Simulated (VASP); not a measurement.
# Os (P6_3/mmc) in VASP: a series of runs

The runs below take Os through electric field gradients, vibrations by perturbation theory, with PBEsol.

All numbers are computed with VASP 6.6.1; they aren't measurements. Logs are shortened: lines on timing, memory, paths and dates and some standing lists are left out, and cuts for length are marked.

## Step 1: The cell of the first run

It takes space group P6_3/mmc (No. 194, hexagonal). The conventional cell has a = 2.729 Å, b = 2.729 Å, c = 4.311 Å, α = 90.00°, β = 90.00°, γ = 120.00°. Os (site symmetry -6m2) has 12 Os at 2.67 to 2.73 Å within 3.5 Å.

## Step 2: Electric field gradients, PBEsol

INCAR

```
SYSTEM = Os
PREC = Accurate
ENCUT = 520
EDIFF = 1E-8
ISMEAR = -1
SIGMA = 0.15
LREAL = .FALSE.
LASPH = .TRUE.
NELM = 80
ALGO = Normal
ISIF = 2
LWAVE = .FALSE.
LCHARG = .FALSE.
GGA = PS
LEFG = .TRUE.
NBANDS = 15
```

KPOINTS

```
Automatic mesh
0
G
  18 18 10
  0 0 0
```

POSCAR

```
Os
1.0
    2.7289174778      0.0000000000      0.0000000000
   -1.3644587389      2.3633118607      0.0000000000
    0.0000000000      0.0000000000      4.3114564544
Os
2
Direct
    0.3333333333      0.6666666667      0.2500000000
    0.6666666667      0.3333333333      0.7500000000
```

Potentials or basis: VASP PAW PBE potentials, release 64 (Os).

Launch:

```
$ cat potpaw_PBE.64/Os/POTCAR > POTCAR
$ mpirun -np 1 vasp_std > vasp.out
```

OUTCAR:

```text
SYSTEM = Os
   PREC = Accurate
   ENCUT = 520
   EDIFF = 1E-8
   ISMEAR = -1
   LREAL = .FALSE.
   LASPH = .TRUE.
   NELM = 80
   ISIF = 2
   GGA = PS

 ion  position               nearest neighbor table
   1  0.333  0.667  0.250-   2 2.67   2 2.67   2 2.67   2 2.67   2 2.67   2 2.67
   2  0.667  0.333  0.750-   1 2.67   1 2.67   1 2.67   1 2.67   1 2.67   1 2.67

  LATTYP: Found a hexagonal cell.
 ALAT       =     2.7289174778
 C/A-ratio  =     1.5799145593

  Lattice vectors:

 A1 = (   2.7289174778,   0.0000000000,   0.0000000000)
 A2 = (  -1.3644587389,   2.3633118607,   0.0000000000)
 A3 = (   0.0000000000,   0.0000000000,   4.3114564544)

Analysis of symmetry for initial positions (statically):
=====================================================================
 Subroutine PRICEL returns:
 Original cell was already a primitive cell.

 Routine SETGRP: Setting up the symmetry group for a
 hexagonal supercell.

 Subroutine GETGRP returns: Found 24 space group operations
 (whereof 12 operations were pure point group operations)
 out of a pool of 24 trial point group operations.

The static configuration has the point symmetry D_3d.
 The point group associated with its full space group is D_6h.

Analysis of symmetry for dynamics (positions and initial velocities):
=====================================================================
 Subroutine PRICEL returns:
 Original cell was already a primitive cell.

 Routine SETGRP: Setting up the symmetry group for a
 hexagonal supercell.

 Subroutine GETGRP returns: Found 24 space group operations
 (whereof 12 operations were pure point group operations)
 out of a pool of 24 trial point group operations.

The dynamic configuration has the point symmetry D_3d.
 The point group associated with its full space group is D_6h.

 Subroutine INISYM returns: Found 24 space group operations
 (whereof 12 operations are pure point group operations),
 and found     1 'primitive' translations

----------------------------------------------------------------------------------------

                                     Primitive cell

  volume of cell :      27.8058

  direct lattice vectors                    reciprocal lattice vectors
     2.728917478  0.000000000  0.000000000     0.366445672  0.211567508  0.000000000
    -1.364458739  2.363311861  0.000000000     0.000000000  0.423135015  0.000000000
     0.000000000  0.000000000  4.311456454     0.000000000  0.000000000  0.231940183

  length of vectors
     2.728917478  2.728917478  4.311456454     0.423135015  0.423135015  0.231940183

  position of ions in fractional coordinates (direct lattice)
     0.333333333  0.666666667  0.250000000
     0.666666667  0.333333333  0.750000000

  ion indices of the primitive-cell ions
   primitive index   ion index
                 1           1
                 2           2

----------------------------------------------------------------------------------------

 KPOINTS: Automatic mesh

Automatic generation of k-mesh.
 Grid dimensions read from file:
 generate k-points for:   18   18   10

 Generating k-lattice:

  Cartesian coordinates                     Fractional coordinates (reciprocal lattice)
     0.020358093  0.011753750  0.000000000     0.055555556  0.000000000  0.000000000
     0.000000000  0.023507501  0.000000000     0.000000000  0.055555556  0.000000000
     0.000000000  0.000000000  0.023194018     0.000000000  0.000000000  0.100000000

  Length of vectors
     0.023507501  0.023507501  0.023194018

  Shift w.r.t. Gamma in fractional coordinates (k-lattice)
     0.000000000  0.000000000  0.000000000

 Subroutine IBZKPT returns following result:
 ===========================================

 Found    222 irreducible k-points:

 Following reciprocal coordinates:
            Coordinates               Weight
  0.000000  0.000000  0.000000      1.000000
  0.055556 -0.000000  0.000000      6.000000
  0.111111 -0.000000  0.000000      6.000000
  0.166667 -0.000000  0.000000      6.000000
  0.222222 -0.000000  0.000000      6.000000
  0.277778  0.000000  0.000000      6.000000
[... 16 lines left out ...]
  0.333333  0.111111  0.000000     12.000000
  0.388889  0.111111  0.000000     12.000000
 [... further k-points ...]
   k-points           NKPTS =    222   k-points in BZ     NKDIM =    222   number of bands    NBANDS=     15
   number of dos      NEDOS =    301   number of ions     NIONS =      2
   total plane-waves  NPLWV =  12800
   dimension x,y,z NGX =    20 NGY =   20 NGZ =   32
   dimension x,y,z NGXF=    40 NGYF=   40 NGZF=   64
   ions per type =               2
   NGX,Y,Z   is equivalent  to a cutoff of  12.18, 12.18, 12.34 a.u.
   NGXF,Y,Z  is equivalent  to a cutoff of  24.37, 24.37, 24.68 a.u.
 SYSTEM =  Os
   PREC   = accura    normal or accurate (medium, high low for compatibility)
   ISTART =      0    job   : 0-new  1-cont  2-samecut
   ICHARG =      2    charge: 1-file 2-atom 10-const
   ISPIN  =      1    spin polarized calculation?
   LNONCOLLINEAR =      F non collinear calculations
   LSORBIT =      F    spin-orbit coupling
   LASPH  =      T    aspherical Exc in radial PAW
   ENCUT  =  520.0 eV  38.22 Ry    6.18 a.u.   5.07  5.07  8.02*2*pi/ulx,y,z
   NELM   =     80;   NELMIN=  2; NELMDL= -5     # of ELM steps
   EDIFF  = 0.1E-07   stopping-criterion for ELM
   LREAL  =      F    real-space projection
   EDIFFG = 0.1E-06   stopping-criterion for IOM
   NSW    =      0    number of steps for IOM
   IBRION =     -1    ionic relax: 0-MD 1-quasi-New 2-CG
   NFREE  =      0    steps in history (QN), initial steepest desc. (CG)
   ISIF   =      2    stress and relaxation
   ISYM   =      2    0-nonsym 1-usesym 2-fastsym
   POTIM  = 0.5000    time-step for ionic-motion
   TEBEG  =    0.0;   TEEND  =   0.0 temperature during run
   PSTRESS=    0.0 pullay stress
   NELECT =      16.0000    total number of electrons
   NUPDOWN=      -1.0000    fix difference up-down
   EMIN   =  10.00;   EMAX   =-10.00  energy-range for DOS
   EFERMI =   0.00;   METHOD = LEGACY
   ISMEAR =    -1;   SIGMA  =   0.15  broadening in eV -4-tet -1-fermi 0-gaus
   EFERMI_NEDOS =   21; number of points for ismear=-14 and -15
   IALGO  =     38    algorithm
   IMIX   =      4    mixing-type and parameters
     AMIX     =   0.40;   BMIX     =  1.00
     AMIX_MAG =   1.60;   BMIX_MAG =  1.00
  volume/ion in A,a.u.               =      13.90        93.82
  Fermi-wavevector in a.u.,A,eV,Ry     =   1.361663  2.573170 25.226922  1.854126
  Thomas-Fermi vector in A             =   2.488220
   LORBIT       =      0    0 simple, 1 ext, 2 COOP (PROOUT), +10 PAW based schemes
   GGA     = PS    functional components
   LHFCALC =     F    Hartree Fock is set to
   AEXX    =    0.0000 exact exchange contribution
   IVDW    =     0    specifies the selected vdW correction
   LEPSILON=     F    determine dielectric tensor
   LRPA    =     F    only Hartree local field effects (RPA)
 non-spin polarized calculation
  energy-cutoff  :      520.00
  volume of cell :       27.81
 maximum number of plane-waves:       768
   NGX = 11   NGY = 11   NGZ = 17

 number of electron      15.9999998 magnetization

 Free energy of the ion-electron system (eV)
  ---------------------------------------------------
  ext. energy  EPLUGINS =         0.00000000
  ---------------------------------------------------
  free energy    TOTEN  =       -24.52996908 eV

  energy without entropy =      -24.43892914  energy(sigma->0) =      -24.48444911

 E-fermi :   9.4190     XC(G=0): -14.1886

 val. band max:        9.4124951261   @ k =   0.2778   0.0000   0.1000
 cond. band min:       9.4305874618   @ k =   0.3333   0.1667   0.3000
 fundamental gap:      0.0180923357
 Fermi energy:         9.4190469002

 k-point     1 :       0.0000    0.0000    0.0000
  band No.  band energies     occupation
      1      -1.6509      2.00000
      2       1.5160      2.00000
      3       6.3041      2.00000
      4       6.3041      2.00000
      5       6.5622      2.00000
      6       7.1587      2.00000
      7       7.1587      2.00000
      8       7.8225      1.99995
      9       7.8225      1.99995
     10       9.3963      1.07574
     11      11.1106      0.00003
     12      11.1106      0.00003
     13      18.5163      0.00000
     14      23.4335      0.00000
     15      26.1766      0.00000
[... 397 lines left out ...]
 k-point    24 :       0.3889    0.1111    0.0000
  band No.  band energies     occupation
      1       2.5066      2.00000
      2       2.6227      2.00000
      3       2.9582      2.00000
      4       5.7422      2.00000
      5       5.8346      2.00000
      6       6.7445      2.00000
      7       7.4503      2.00000
      8      11.0062      0.00005
      9      11.4448      0.00000
     10      11.9415      0.00000
     11      13.3502      0.00000
     12      16.3827      0.00000
     13      18.8563      0.00000
     14      19.9289      0.00000
     15      21.7247      0.00000

 [... further k-points ...]
[... 5 lines left out ...]
  --------------------------------------------------------------------------------------
  -------------------------------------------------------------------------------------
  Total        0.0871006      0.0871006      0.0728702     -0.0000000     -0.0000000      0.0000000
  in kB        5.0187568      5.0187568      4.1987981     -0.0000000     -0.0000000      0.0000000
  external PRESSURE =       4.7454372 kB  Pullay stress =       0.0000000 kB

 VOLUME and BASIS-vectors are now :
 -----------------------------------------------------------------------------
  energy-cutoff  :      520.00
  volume of cell :       27.81
      direct lattice vectors                 reciprocal lattice vectors
     2.728917478  0.000000000  0.000000000     0.366445672  0.211567508  0.000000000
    -1.364458739  2.363311861  0.000000000     0.000000000  0.423135015  0.000000000
     0.000000000  0.000000000  4.311456454     0.000000000  0.000000000  0.231940183

 POSITION                                       TOTAL-FORCE (eV/Angst)
 -----------------------------------------------------------------------------------
     -0.00000      1.57554      1.07786         0.000000     -0.000000      0.000000
      1.36446      0.78777      3.23359        -0.000000      0.000000      0.000000
 -----------------------------------------------------------------------------------
    total drift:                                0.000000     -0.000000     -0.000000

  FREE ENERGIE OF THE ION-ELECTRON SYSTEM (eV)
  ---------------------------------------------------
  free  energy   TOTEN  =       -24.5299690817 eV

  energy  without entropy=      -24.4389291374  energy(sigma->0) =      -24.48444911

 Electric field gradients (V/A^2)
---------------------------------------------------------------------
 ion       V_xx      V_yy      V_zz      V_xy      V_xz      V_yz
---------------------------------------------------------------------
   1      40.054    40.054   -80.107    -0.000     0.000     0.000
   2      40.054    40.054   -80.107    -0.000     0.000     0.000
---------------------------------------------------------------------

 Electric field gradients after diagonalization (V/A^2)
 (convention: |V_zz| > |V_xx| > |V_yy|)
----------------------------------------------------------------------
 ion       V_xx      V_yy      V_zz     asymmetry (V_yy - V_xx)/ V_zz
----------------------------------------------------------------------
   1      40.054    40.053   -80.107       0.000
   2      40.054    40.053   -80.107       0.000
----------------------------------------------------------------------

           NMR quadrupolar parameters

 Cq : quadrupolar parameter    Cq=e*Q*V_zz/h
 eta: asymmetry parameters     (V_yy - V_xx)/ V_zz
 Q  : nuclear electric quadrupole moment in mb (millibarn)
----------------------------------------------------------------------
 ion       Cq(MHz)       eta       Q (mb)
----------------------------------------------------------------------
   1      -0.194       0.000       1.000
   2      -0.194       0.000       1.000
----------------------------------------------------------------------
```

Wall time 79 s (1 thread of Oxide Virtual Turin-like, shared host); peak memory 0.16 GiB.

Results:

| Item | Value |
| --- | --- |
| Free energy | -24.5300 eV |
| Pressure | 0.5 GPa |
| Band gap on the k mesh | zero (bands 8 and 9 overlap by 3.98 eV) |
| Largest electric field gradient by atom | Os -80.1 V/Å² |

Levels at points of the mesh, in eV from the Fermi level:
| k point | band 4 | band 5 | band 6 | band 7 | band 8 | band 9 | band 10 | band 11 | band 12 | band 13 |
| --- | --- | --- | --- | --- | --- | --- | --- | --- | --- | --- |
| (0.00, 0.00, 0.00) | -3.11 | -2.86 | -2.26 | -2.26 | -1.60 | -1.60 | -0.02 | 1.69 | 1.69 | 9.10 |
| (0.50, 0.00, 0.00) | -3.61 | -2.97 | -2.62 | -1.93 | 2.05 | 2.62 | 2.74 | 4.44 | 5.73 | 9.35 |
| (0.00, 0.00, 0.50) | -3.64 | -3.31 | -3.31 | -3.31 | -3.31 | 0.89 | 0.89 | 0.89 | 0.89 | 13.73 |
| (0.50, 0.00, 0.50) | -5.42 | -1.24 | -1.24 | -0.20 | -0.20 | 2.39 | 2.39 | 3.31 | 3.31 | 9.16 |

Electric field gradients, principal values (V/Å²):
| atom | least | middle | greatest (by size) |
| --- | --- | --- | --- |
| 1 Os | 40.053 | 40.054 | -80.107 |
| 2 Os | 40.053 | 40.054 | -80.107 |

Caveat: without QUAD_EFG the Cq values of the log hold for a quadrupole moment of 1 mb, not for the nuclei; the PAW data sets were made with another functional, which shifts forces and pressure a little; spin-orbit coupling is left out, which moves the levels of the heavy elements.

[end of part 1 of 2]
